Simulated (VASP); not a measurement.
# TiSn3O8 in VASP: further runs, part 2 of 2

VASP 6.6.1.

### Step 4. Single point, PBE

Contents of INCAR:

```
SYSTEM = TiSn3O8
PREC = Accurate
ENCUT = 520
EDIFF = 1E-6
ISMEAR = 0
SIGMA = 0.02
LREAL = .FALSE.
LASPH = .TRUE.
NELM = 60
ALGO = Normal
ISIF = 2
LWAVE = .FALSE.
LCHARG = .FALSE.
GGA = PE
NBANDS = 63
```

Contents of KPOINTS:

```
Automatic mesh
0
G
  6 6 4
  0 0 0
```

Contents of POSCAR:

```
TiSn3O8
1.0
    3.3756099922     -3.3811450153      0.0000000000
    3.3756099922      3.3811450153      0.0000000000
    0.0000000000      0.0000000000      6.3606843753
Ti Sn O
1 3 8
Direct
    0.5000000000      0.5000000000      0.0000000000
    0.5000000000      0.5000000000      0.5000000000
    0.0000000000      0.0000000000      0.7546795806
    0.0000000000      0.0000000000      0.2453204194
    0.2030526907      0.2030526907      0.0000000000
    0.1937833285      0.1937833285      0.5000000000
    0.7969473093      0.7969473093      0.0000000000
    0.8062166715      0.8062166715      0.5000000000
    0.6896270284      0.3103729716      0.7616384517
    0.6896270284      0.3103729716      0.2383615483
    0.3103729716      0.6896270284      0.7616384517
    0.3103729716      0.6896270284      0.2383615483
```

Potentials or basis: VASP PAW PBE potentials, release 64 (Ti_sv, Sn_d, O).

Run with:

```sh
> cat potpaw_PBE.64/Ti_sv/POTCAR potpaw_PBE.64/Sn_d/POTCAR potpaw_PBE.64/O/POTCAR > POTCAR
> mpirun -np 1 vasp_std > vasp.out
```

OUTCAR:

```text
SYSTEM = TiSn3O8
   PREC = Accurate
   ENCUT = 520
   EDIFF = 1E-6
   ISMEAR = 0
   LREAL = .FALSE.
   LASPH = .TRUE.
   NELM = 60
   ISIF = 2
   GGA = PE

 ion  position               nearest neighbor table
   1  0.500  0.500  0.000-   9 1.99  10 1.99  11 1.99  12 1.99   5 2.00   7 2.00   2 3.18   2 3.18

   2  0.500  0.500  0.500-   6 2.07   8 2.07   9 2.10  10 2.10  11 2.10  12 2.10   1 3.18   1 3.18
                             4 3.74   3 3.74   3 3.74   4 3.74   3 3.75   4 3.75   3 3.75   4 3.75
   3  0.000  0.000  0.755-   5 2.08   7 2.08   6 2.08   8 2.08   9 2.10  11 2.10   4 3.12   4 3.24
                             2 3.74   2 3.74   2 3.75   2 3.75
   4  0.000  0.000  0.245-   5 2.08   7 2.08   6 2.08   8 2.08  10 2.10  12 2.10   3 3.12   3 3.24
                             2 3.74   2 3.74   2 3.75   2 3.75
   5  0.203  0.203  0.000-   1 2.00   3 2.08   4 2.08
   6  0.194  0.194  0.500-   2 2.07   3 2.08   4 2.08
   7  0.797  0.797  0.000-   1 2.00   3 2.08   4 2.08
   8  0.806  0.806  0.500-   2 2.07   3 2.08   4 2.08
   9  0.690  0.310  0.762-   1 1.99   3 2.10   2 2.10
  10  0.690  0.310  0.238-   1 1.99   4 2.10   2 2.10
  11  0.310  0.690  0.762-   1 1.99   3 2.10   2 2.10
  12  0.310  0.690  0.238-   1 1.99   4 2.10   2 2.10

  LATTYP: Found a base centered orthorhombic cell.
 ALAT       =     6.7512199844
 B/A-ratio  =     1.0016397105
 C/A-ratio  =     0.9421533278

  Lattice vectors:

 A1 = (   3.3756099922,  -3.3811450153,   0.0000000000)
 A2 = (   3.3756099922,   3.3811450153,   0.0000000000)
 A3 = (   0.0000000000,   0.0000000000,   6.3606843753)

Analysis of symmetry for initial positions (statically):
=====================================================================
 Subroutine PRICEL returns:
 Original cell was already a primitive cell.

 Routine SETGRP: Setting up the symmetry group for a
 base centered orthorhombic supercell.

 Subroutine GETGRP returns: Found  8 space group operations
 (whereof  8 operations were pure point group operations)
 out of a pool of  8 trial point group operations.

[... 165 lines left out ...]
 non-spin polarized calculation
 Gauss-broadening in eV      SIGMA  =   0.02
  energy-cutoff  :      520.00
  volume of cell :      145.19
 maximum number of plane-waves:      3976
   NGX = 17   NGY = 17   NGZ = 23

 number of electron     102.0000006 magnetization

 Free energy of the ion-electron system (eV)
  ---------------------------------------------------
  ext. energy  EPLUGINS =         0.00000000
  ---------------------------------------------------
  free energy    TOTEN  =       -82.53866606 eV

  energy without entropy =      -82.53866606  energy(sigma->0) =      -82.53866606

 E-fermi :   5.5654     XC(G=0): -11.0461

 val. band max:        5.3927628806   @ k =   0.0000   0.0000   0.0000
 cond. band min:       7.1277778871   @ k =   0.5000   0.5000   0.0000
 fundamental gap:      1.7350150065
 Fermi energy:         5.5654369982

 k-point     1 :       0.0000    0.0000    0.0000
  band No.  band energies     occupation
      1     -51.6233      2.00000
      2     -27.9033      2.00000
      3     -27.8532      2.00000
      4     -27.7507      2.00000
      5     -15.6561      2.00000
      6     -15.5667      2.00000
[... 1573 lines left out ...]
     62      14.1679      0.00000
     63      14.3435      0.00000

 [... further k-points ...]

------------------------ aborting loop because EDIFF is reached ----------------------------------------

  FORCE on cell =-STRESS in cart. coord.  units (eV):
  Direction    XX          YY          ZZ          XY          YZ          ZX
  --------------------------------------------------------------------------------------
  -------------------------------------------------------------------------------------
  Total        0.4537892      0.4695713      0.7244484      0.0000000      0.0000000      0.0000000
  in kB        5.0074296      5.1815803      7.9940734      0.0000000      0.0000000      0.0000000
  external PRESSURE =       6.0610277 kB  Pullay stress =       0.0000000 kB

 VOLUME and BASIS-vectors are now :
 -----------------------------------------------------------------------------
  energy-cutoff  :      520.00
  volume of cell :      145.19
      direct lattice vectors                 reciprocal lattice vectors
     3.375609992 -3.381145015  0.000000000     0.148121377 -0.147878898  0.000000000
     3.375609992  3.381145015  0.000000000     0.148121377  0.147878898  0.000000000
     0.000000000  0.000000000  6.360684375     0.000000000  0.000000000  0.157215787

 POSITION                                       TOTAL-FORCE (eV/Angst)
 -----------------------------------------------------------------------------------
      3.37561      0.00000      0.00000        -0.000000     -0.000000     -0.000000
      3.37561      0.00000      3.18034         0.000000     -0.000000     -0.000000
      0.00000      0.00000      4.80028        -0.000000     -0.000000      0.002180
      0.00000      0.00000      1.56041        -0.000000     -0.000000     -0.002180
      1.37085      0.00000      0.00000         0.033631     -0.000000     -0.000000
      1.30827      0.00000      3.18034         0.009760     -0.000000     -0.000000
      5.38037      0.00000      0.00000        -0.033631     -0.000000     -0.000000
      5.44295      0.00000      3.18034        -0.009760     -0.000000     -0.000000
      3.37561     -1.28231      4.84454         0.000000     -0.015586     -0.001108
      3.37561     -1.28231      1.51614         0.000000     -0.015586      0.001108
      3.37561      1.28231      4.84454         0.000000      0.015586     -0.001108
      3.37561      1.28231      1.51614         0.000000      0.015586      0.001108
 -----------------------------------------------------------------------------------
    total drift:                                0.000000      0.000000      0.000000

  FREE ENERGIE OF THE ION-ELECTRON SYSTEM (eV)
  ---------------------------------------------------
  free  energy   TOTEN  =       -82.5386660615 eV

  energy  without entropy=      -82.5386660615  energy(sigma->0) =      -82.53866606
```

stdout:

```text
POSCAR found type information on POSCAR TiSnO
 POSCAR found :  3 types and      12 ions
 scaLAPACK will be used
 LDA part: xc-table for (Slater+PW92), standard interpolation
 POSCAR, INCAR and KPOINTS ok, starting setup
 FFT: planning ... GRIDC
 FFT: planning ... GRID_SOFT
 FFT: planning ... GRID
 WAVECAR not read
 entering main loop
```

Run time: 3.5 min. Hardware: 1 thread of Intel Xeon 6975P-C (Granite Rapids), shared host; peak memory 0.41 GiB.

Results:

* Free energy: -82.5387 eV
* Pressure: 0.6 GPa
* Largest force: 0.034 eV/Å
* Band gap on the k mesh: 1.74 eV (least direct gap 1.85 eV)

Forces in eV/Å, atoms in the order of the input:
```
Ti   0.000  0.000  0.000
Sn   0.000  0.000  0.000
Sn   0.000  0.000  0.002
Sn   0.000  0.000 -0.002
O    0.034  0.000  0.000
O    0.010  0.000  0.000
O   -0.034  0.000  0.000
O   -0.010  0.000  0.000
O    0.000 -0.016 -0.001
O    0.000 -0.016  0.001
O    0.000  0.016 -0.001
O    0.000  0.016  0.001
```

Levels at points of the mesh, in eV from the valence-band top:
```
           k point  band 49  band 50  band 51  band 52  band 53  band 54
(0.00, 0.00, 0.00)    -0.69    -0.66     0.00     1.85     2.16     3.06
(0.50, 0.00, 0.00)    -0.77    -0.63    -0.59     2.25     2.86     2.89
(0.50, 0.50, 0.00)    -0.84    -0.78    -0.77     1.73     2.89     3.10
(0.00, 0.00, 0.50)    -0.64    -0.63    -0.35     2.40     3.04     3.14
(0.50, 0.00, 0.50)    -0.80    -0.70    -0.69     2.58     2.67     2.95
(0.50, 0.50, 0.50)    -0.81    -0.76    -0.74     2.59     2.70     3.11
```

Caveat: spin-orbit coupling is left out, which moves the levels of the heavy elements.

### Step 5. Overview

| cell | k mesh | smearing | gap on the mesh (eV) | pressure (GPa) | largest force (eV/Å) |
| --- | --- | --- | --- | --- | --- |
| a = 4.778, b = 4.778, c = 6.361 Å, angles 90.0, 90.0, 90.1°, 12 atoms, atomic positions A | 4 × 4 × 2 | gaussian 0.1 eV | 1.73 | 0.6 | 0.03 |
| a = 4.776, b = 4.777, c = 6.364 Å, angles 90.0, 90.0, 90.1°, 12 atoms, atomic positions B | 4 × 4 × 2 | gaussian 0.1 eV | 1.73 | 0.6 | 0.03 |
| a = 4.778, b = 4.778, c = 6.361 Å, angles 90.0, 90.0, 90.1°, 12 atoms, atomic positions A | 6 × 6 × 4 | gaussian 0.02 eV | 1.74 | 0.6 | 0.03 |

Alike in all rows: task single point; level PBE; potentials or basis VASP PAW PBE potentials, release 64 (Ti_sv, Sn_d, O); no spin polarisation; cutoff (eV) 520.

Caveats: some runs use coarse meshes; spin-orbit coupling is left out, which moves the levels of the heavy elements.

Total energies depend on the potentials used, so only differences within one code and one set of settings carry meaning.
